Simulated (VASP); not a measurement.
# Si (a cell with a defect) in VASP: relaxation of the atoms with PBE

Aim: the relaxation of the atoms of Si (a cell with a defect) with PBE.

Program: VASP 6.6.1. These are calculated values, not measurements. Logs are shortened: lines on timing, memory, paths and dates and some standing lists are left out, and cuts for length are marked.

## 1. The cell of the first run

The cell holds a defect, 17 atoms: a = 7.679 Å, b = 7.679 Å, c = 7.679 Å, α = 60.00°, β = 60.00°, γ = 60.00°.

## 2. Relaxation of the atoms, PBE

Input file INCAR:

```
ALGO = Normal
EDIFF = 1E-7
EDIFFG = -0.03
ENCUT = 520
GGA = PE
IBRION = 2
ISIF = 2
ISMEAR = -1
LASPH = True
LCHARG = False
LREAL = Auto
LWAVE = False
NELM = 80
NSW = 80
PREC = Accurate
SIGMA = 0.05
```

Input file KPOINTS:

```
k-points
0
Gamma
  2 2 2
```

Input file POSCAR:

```
Si
1.0
    0.0000000000      5.4300000000      5.4300000000
    5.4300000000      0.0000000000      5.4300000000
    5.4300000000      5.4300000000      0.0000000000
Si
17
Direct
    0.0000000000      0.0000000000      0.0000000000
    0.1250000000      0.1250000000      0.1250000000
    0.0000000000      0.0000000000      0.5000000000
    0.1250000000      0.1250000000      0.6250000000
    0.0000000000      0.5000000000      0.0000000000
    0.1250000000      0.6250000000      0.1250000000
    0.0000000000      0.5000000000      0.5000000000
    0.1250000000      0.6250000000      0.6250000000
    0.5000000000      0.0000000000      0.0000000000
    0.6250000000      0.1250000000      0.1250000000
    0.5000000000      0.0000000000      0.5000000000
    0.6250000000      0.1250000000      0.6250000000
    0.5000000000      0.5000000000      0.0000000000
    0.6250000000      0.6250000000      0.1250000000
    0.5000000000      0.5000000000      0.5000000000
    0.6250000000      0.6250000000      0.6250000000
    0.7393950000      0.2427149000      0.7648487000
```

Potentials or basis: VASP PAW PBE potentials, release 64 (Si).

On the command line:

```
$ cat potpaw_PBE.64/Si/POTCAR > POTCAR
$ mpirun -np 1 vasp_std > vasp.out
```

OUTCAR:

```text
EDIFF = 1E-7
   EDIFFG = -0.03
   ENCUT = 520
   GGA = PE
   IBRION = 2
   ISIF = 2
   ISMEAR = -1
   LASPH = True
   LREAL = Auto
   NELM = 80
   NSW = 80
   PREC = Accurate

 ion  position               nearest neighbor table
   1  0.000  0.000  0.000-   2 2.35   4 2.35   6 2.35  10 2.35  17 2.69
   2  0.125  0.125  0.125-   1 2.35   3 2.35   5 2.35   9 2.35
   3  0.000  0.000  0.500-   2 2.35   4 2.35   8 2.35  12 2.35  17 2.76
   4  0.125  0.125  0.625-   1 2.35   3 2.35   7 2.35  11 2.35  17 2.42
   5  0.000  0.500  0.000-   2 2.35   6 2.35   8 2.35  14 2.35
   6  0.125  0.625  0.125-   1 2.35   5 2.35   7 2.35  13 2.35
   7  0.000  0.500  0.500-   4 2.35   6 2.35   8 2.35  16 2.35  17 2.81
   8  0.125  0.625  0.625-   3 2.35   5 2.35   7 2.35  15 2.35
   9  0.500  0.000  0.000-   2 2.35  10 2.35  12 2.35  14 2.35  17 2.62
  10  0.625  0.125  0.125-  17 2.26   9 2.35  11 2.35  13 2.35   1 2.35
  11  0.500  0.000  0.500-   4 2.35  10 2.35  12 2.35  16 2.35
  12  0.625  0.125  0.625-  17 2.33   9 2.35  11 2.35  15 2.35   3 2.35
  13  0.500  0.500  0.000-   6 2.35  10 2.35  14 2.35  16 2.35  17 2.68
  14  0.625  0.625  0.125-   5 2.35   9 2.35  13 2.35  15 2.35
  15  0.500  0.500  0.500-   8 2.35  12 2.35  14 2.35  16 2.35  17 2.74
  16  0.625  0.625  0.625-   7 2.35  11 2.35  13 2.35  15 2.35  17 2.40
  17  0.739  0.243  0.765-  10 2.26  12 2.33  16 2.40   4 2.42   9 2.62  13 2.68   1 2.69  15 2.74
                             3 2.76   7 2.81

  LATTYP: Found a face centered cubic cell.
 ALAT       =    10.8600000000

  Lattice vectors:

 A1 = (   0.0000000000,   5.4300000000,   5.4300000000)
 A2 = (   5.4300000000,   0.0000000000,   5.4300000000)
 A3 = (   5.4300000000,   5.4300000000,   0.0000000000)

Analysis of symmetry for initial positions (statically):
=====================================================================
 Subroutine PRICEL returns:
 Original cell was already a primitive cell.

 Routine SETGRP: Setting up the symmetry group for a
 face centered cubic supercell.

 Subroutine GETGRP returns: Found  1 space group operations
 (whereof  1 operations were pure point group operations)
 out of a pool of 48 trial point group operations.

The static configuration has the point symmetry C_1 .

Analysis of symmetry for dynamics (positions and initial velocities):
=====================================================================
 Subroutine PRICEL returns:
 Original cell was already a primitive cell.

 Routine SETGRP: Setting up the symmetry group for a
 face centered cubic supercell.

 Subroutine GETGRP returns: Found  1 space group operations
 (whereof  1 operations were pure point group operations)
 out of a pool of 48 trial point group operations.

The dynamic configuration has the point symmetry C_1 .

 Subroutine INISYM returns: Found  1 space group operations
 (whereof  1 operations are pure point group operations),
 and found     1 'primitive' translations

----------------------------------------------------------------------------------------

                                     Primitive cell

  volume of cell :     320.2060

  direct lattice vectors                    reciprocal lattice vectors
     0.000000000  5.430000000  5.430000000    -0.092081031  0.092081031  0.092081031
     5.430000000  0.000000000  5.430000000     0.092081031 -0.092081031  0.092081031
     5.430000000  5.430000000  0.000000000     0.092081031  0.092081031 -0.092081031

  length of vectors
     7.679179644  7.679179644  7.679179644     0.159489025  0.159489025  0.159489025

  position of ions in fractional coordinates (direct lattice)
     0.000000000  0.000000000  0.000000000
     0.125000000  0.125000000  0.125000000
     0.000000000  0.000000000  0.500000000
     0.125000000  0.125000000  0.625000000
     0.000000000  0.500000000  0.000000000
     0.125000000  0.625000000  0.125000000
[... 9 lines left out ...]
     0.625000000  0.625000000  0.625000000
     0.739395000  0.242714900  0.764848700

  ion indices of the primitive-cell ions
   primitive index   ion index
                 1           1
                 2           2
                 3           3
                 4           4
                 5           5
                 6           6
[... 9 lines left out ...]
                16          16
                17          17

----------------------------------------------------------------------------------------

 KPOINTS: k-points

Automatic generation of k-mesh.
 Grid dimensions read from file:
 generate k-points for:    2    2    2

 Generating k-lattice:

  Cartesian coordinates                     Fractional coordinates (reciprocal lattice)
    -0.046040516  0.046040516  0.046040516     0.500000000  0.000000000  0.000000000
     0.046040516 -0.046040516  0.046040516     0.000000000  0.500000000  0.000000000
     0.046040516  0.046040516 -0.046040516     0.000000000  0.000000000  0.500000000

  Length of vectors
     0.079744512  0.079744512  0.079744512

  Shift w.r.t. Gamma in fractional coordinates (k-lattice)
     0.000000000  0.000000000  0.000000000

 Subroutine IBZKPT returns following result:
 ===========================================

 Found      8 irreducible k-points:

 Following reciprocal coordinates:
            Coordinates               Weight
  0.000000  0.000000  0.000000      1.000000
  0.500000  0.000000  0.000000      1.000000
  0.000000  0.500000  0.000000      1.000000
  0.000000  0.000000  0.500000      1.000000
  0.500000  0.500000  0.500000      1.000000
  0.500000  0.500000  0.000000      1.000000
  0.000000  0.500000  0.500000      1.000000
  0.500000  0.000000  0.500000      1.000000
   k-points           NKPTS =      8   k-points in BZ     NKDIM =      8   number of bands    NBANDS=     43
   number of dos      NEDOS =    301   number of ions     NIONS =     17
   total plane-waves  NPLWV = 216000
   dimension x,y,z NGX =    60 NGY =   60 NGZ =   60
   dimension x,y,z NGXF=   120 NGYF=  120 NGZF=  120
   ions per type =              17
   NGX,Y,Z   is equivalent  to a cutoff of  12.99, 12.99, 12.99 a.u.
   NGXF,Y,Z  is equivalent  to a cutoff of  25.98, 25.98, 25.98 a.u.
 SYSTEM =  unknown system
   PREC   = accura    normal or accurate (medium, high low for compatibility)
   ISTART =      0    job   : 0-new  1-cont  2-samecut
   ICHARG =      2    charge: 1-file 2-atom 10-const
   ISPIN  =      1    spin polarized calculation?
   LNONCOLLINEAR =      F non collinear calculations
   LSORBIT =      F    spin-orbit coupling
   LASPH  =      T    aspherical Exc in radial PAW
   ENCUT  =  520.0 eV  38.22 Ry    6.18 a.u.  14.28 14.28 14.28*2*pi/ulx,y,z
   NELM   =     80;   NELMIN=  2; NELMDL= -5     # of ELM steps
   EDIFF  = 0.1E-06   stopping-criterion for ELM
   LREAL  =      T    real-space projection
   EDIFFG = -.3E-01   stopping-criterion for IOM
   NSW    =     80    number of steps for IOM
   IBRION =      2    ionic relax: 0-MD 1-quasi-New 2-CG
   NFREE  =      1    steps in history (QN), initial steepest desc. (CG)
   ISIF   =      2    stress and relaxation
   ISYM   =      2    0-nonsym 1-usesym 2-fastsym
   POTIM  = 0.5000    time-step for ionic-motion
   TEBEG  =    0.0;   TEEND  =   0.0 temperature during run
   PSTRESS=    0.0 pullay stress
   NELECT =      68.0000    total number of electrons
   NUPDOWN=      -1.0000    fix difference up-down
   EMIN   =  10.00;   EMAX   =-10.00  energy-range for DOS
   EFERMI =   0.00;   METHOD = LEGACY
   ISMEAR =    -1;   SIGMA  =   0.05  broadening in eV -4-tet -1-fermi 0-gaus
   EFERMI_NEDOS =   21; number of points for ismear=-14 and -15
   IALGO  =     38    algorithm
   IMIX   =      4    mixing-type and parameters
     AMIX     =   0.40;   BMIX     =  1.00
     AMIX_MAG =   1.60;   BMIX_MAG =  1.00
  volume/ion in A,a.u.               =      18.84       127.11
  Fermi-wavevector in a.u.,A,eV,Ry     =   0.976715  1.845724 12.979587  0.953973
  Thomas-Fermi vector in A             =   2.107356
   LORBIT       =      0    0 simple, 1 ext, 2 COOP (PROOUT), +10 PAW based schemes
   GGA     = PE    functional components
   LHFCALC =     F    Hartree Fock is set to
   AEXX    =    0.0000 exact exchange contribution
   IVDW    =     0    specifies the selected vdW correction
   LEPSILON=     F    determine dielectric tensor
   LRPA    =     F    only Hartree local field effects (RPA)
 conjugate gradient relaxation of ions
 non-spin polarized calculation
  energy-cutoff  :      520.00
  volume of cell :      320.21
 maximum number of plane-waves:      8646
 NGX is ok and might be reduce to    60
   NGX = 29   NGY = 29   NGZ = 29

--------------------------------------- Ionic step        1  -------------------------------------------

 number of electron      68.0000003 magnetization

 Free energy of the ion-electron system (eV)
  ---------------------------------------------------
  ext. energy  EPLUGINS =         0.00000000
  ---------------------------------------------------
  free energy    TOTEN  =       -87.83613085 eV

  energy without entropy =      -87.80175015  energy(sigma->0) =      -87.81894050

------------------------ aborting loop because EDIFF is reached ----------------------------------------

  FORCE on cell =-STRESS in cart. coord.  units (eV):
  Direction    XX          YY          ZZ          XY          YZ          ZX
  --------------------------------------------------------------------------------------
  -------------------------------------------------------------------------------------
  Total       11.7657268     11.7661328     11.7658285      1.2674483     -0.5728593     -0.3672949
  in kB       58.8707893     58.8728206     58.8712979      6.3417827     -2.8663492     -1.8377904
  external PRESSURE =      58.8716359 kB  Pullay stress =       0.0000000 kB
[... 342 lines left out ...]
  energy  without entropy=      -87.9780248727  energy(sigma->0) =      -87.99507267

--------------------------------------- Ionic step        8  -------------------------------------------

 number of electron      68.0000000 magnetization

 Free energy of the ion-electron system (eV)
  ---------------------------------------------------
  ext. energy  EPLUGINS =         0.00000000
  ---------------------------------------------------
  free energy    TOTEN  =       -88.01256303 eV

  energy without entropy =      -87.97844636  energy(sigma->0) =      -87.99550469

 E-fermi :   6.8804     XC(G=0):  -9.6752

 val. band max:        6.6889429670   @ k =   0.0000   0.0000   0.0000
 cond. band min:       6.9252556576   @ k =   0.5000   0.0000   0.5000
 fundamental gap:      0.2363126905
 Fermi energy:         6.8803928054

 k-point     1 :       0.0000    0.0000    0.0000
  band No.  band energies     occupation
      1      -6.3190      2.00000
      2      -3.7779      2.00000
      3      -3.6298      2.00000
      4      -3.6262      2.00000
      5      -3.6248      2.00000
      6      -2.8104      2.00000
[... 401 lines left out ...]
  FREE ENERGIE OF THE ION-ELECTRON SYSTEM (eV)
  ---------------------------------------------------
  free  energy   TOTEN  =       -88.0125630301 eV

  energy  without entropy=      -87.9784463556  energy(sigma->0) =      -87.99550469

 reached required accuracy - stopping structural energy minimisation
```

It took 20 min on 1 thread of Oxide Virtual Turin-like, shared host; peak memory 0.5 GiB.

Results:

| Quantity | Value |
| --- | --- |
| Free energy | -88.0126 eV |
| Energy gained by relaxing | 10.4 meV/atom |
| Ionic steps | 8 |
| Pressure after relaxing | 5.3 GPa |
| Largest force after relaxing | 0.028 eV/Å |
| Band gap on the k mesh | zero (bands 34 and 35 overlap by 0.26 eV) |

Forces in eV/Å, atoms in the order of the input:
```
Si   0.010 -0.007 -0.007
Si  -0.004  0.004 -0.002
Si   0.011 -0.008 -0.006
Si  -0.016  0.022  0.009
Si   0.002  0.001 -0.004
Si   0.002  0.003  0.003
Si   0.002 -0.002 -0.013
Si  -0.004 -0.003  0.005
Si   0.002  0.003  0.006
Si  -0.006 -0.009 -0.002
Si  -0.006 -0.004  0.015
Si   0.004  0.002 -0.013
Si  -0.007  0.009 -0.005
Si   0.005 -0.005 -0.003
Si  -0.007  0.011 -0.004
Si   0.019 -0.013  0.004
Si  -0.008 -0.005  0.019
```

The path:
| step | energy change (eV) | largest force (eV/Å) | pressure (GPa) |
| --- | --- | --- | --- |
| 1 | 0.0000 | 1.5927 | 5.89 |
| 2 | -0.1640 | 0.3516 | 5.33 |
| 3 | -0.1640 | 0.3534 | 5.33 |
| 4 | -0.1736 | 0.1323 | 5.29 |
| 5 | -0.1736 | 0.1342 | 5.29 |
| 6 | -0.1754 | 0.0821 | 5.30 |
| 7 | -0.1760 | 0.0418 | 5.32 |
| 8 | -0.1764 | 0.0283 | 5.31 |

Final structure:
```yaml
crystal:
  lattice:
    - [0.00000, 5.43000, 5.43000]
    - [5.43000, 0.00000, 5.43000]
    - [5.43000, 5.43000, 0.00000]
  atoms:
    - { symbol: Si, position: [0.00237, 0.99687, 0.00383] }
    - { symbol: Si, position: [0.12430, 0.12663, 0.12459] }
    - { symbol: Si, position: [0.00267, 0.99691, 0.49702] }
    - { symbol: Si, position: [0.12900, 0.12357, 0.62378] }
    - { symbol: Si, position: [0.00013, 0.50008, 0.99985] }
    - { symbol: Si, position: [0.12441, 0.62445, 0.12466] }
    - { symbol: Si, position: [0.00288, 0.50305, 0.49706] }
    - { symbol: Si, position: [0.12447, 0.62451, 0.62640] }
    - { symbol: Si, position: [0.49677, 0.99679, 0.00360] }
    - { symbol: Si, position: [0.62170, 0.12168, 0.13491] }
    - { symbol: Si, position: [0.49743, 0.99826, 0.50357] }
    - { symbol: Si, position: [0.62253, 0.12254, 0.62268] }
    - { symbol: Si, position: [0.49684, 0.50247, 0.00378] }
    - { symbol: Si, position: [0.62669, 0.62431, 0.12456] }
    - { symbol: Si, position: [0.49688, 0.50278, 0.49700] }
    - { symbol: Si, position: [0.62330, 0.62982, 0.62350] }
    - { symbol: Si, position: [0.74703, 0.24800, 0.75406] }
```

Caveat: the k points lie up to 0.50 Å⁻¹ apart.
